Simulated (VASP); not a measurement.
Crystal: ZrF.

```
CELL_PARAMETERS angstrom
1.47025 -2.08004 0.00000
1.47025 2.08004 0.00000
0.00000 0.00000 4.17683
ATOMIC_POSITIONS crystal
Zr 0.50000 0.50000 0.50000
F 0.00000 0.00000 0.00000
```

The cell was built from a structure type or drawn by symmetry, and may not be a known phase.

- Program: VASP 6.6.1
- Task: relaxation of cell and atoms
- Functional: PBE
- Potentials or basis: VASP PAW PBE potentials, release 64 (Zr_sv, F_h)
- Cutoff: 910 eV
- k mesh: 8 × 8 × 4
- Occupations: gaussian, width 0.1 eV
- Spin: no spin polarisation

At the start: pressure 24.7 GPa; volume 12.77 Å³/atom.

Question: How do energy, volume and symmetry change on relaxing?

Answer: Over 12 steps the energy falls by 469.2 meV/atom and the volume is 14.32 Å³/atom (+12.1 %); space group Cmmm (No. 65, to 0.1 Å) before and after.

The path:
```
step  energy change (eV)  largest force (eV/Å)  pressure (GPa)  volume (Å³)
   1              0.0000                0.0000           24.74        25.55
   2             -0.5166                0.0000          -13.62        33.08
   3             -0.6914                0.0000           -3.02        30.19
   4             -0.7964                0.0000           -1.05        29.39
   5             -0.8451                0.0000            1.02        28.77
   6             -0.9006                0.0000            7.17        27.45
   7             -0.9051                0.0000           -0.20        28.52
   8             -0.9228                0.0000            3.15        28.03
   9             -0.9381                0.0000            0.10        28.63
  10             -0.9383                0.0000           -0.25        28.70
  11             -0.9383                0.0000           -0.18        28.69
  12             -0.9384                0.0000            0.10        28.64
```

Final structure:
```
CELL_PARAMETERS angstrom
1.38660 -2.64657 0.00000
1.38660 2.64657 0.00000
0.00000 0.00000 3.90239
ATOMIC_POSITIONS crystal
Zr 0.50000 0.50000 0.50000
F 0.00000 0.00000 0.00000
```

Caveat: the k points lie up to 0.40 Å⁻¹ apart in the final cell, too coarse for converged energies and pressures of a metal; the cutoff is under 1.25 times the usual one of these potentials, so pressure, stress and relaxed cells hold a basis-set (Pulay) error; a cell axis changed by over 15 % at a fixed basis, so the end point is rough; an odd number of electrons without spin polarisation forces a metal; a magnetic or distorted state may lie lower.
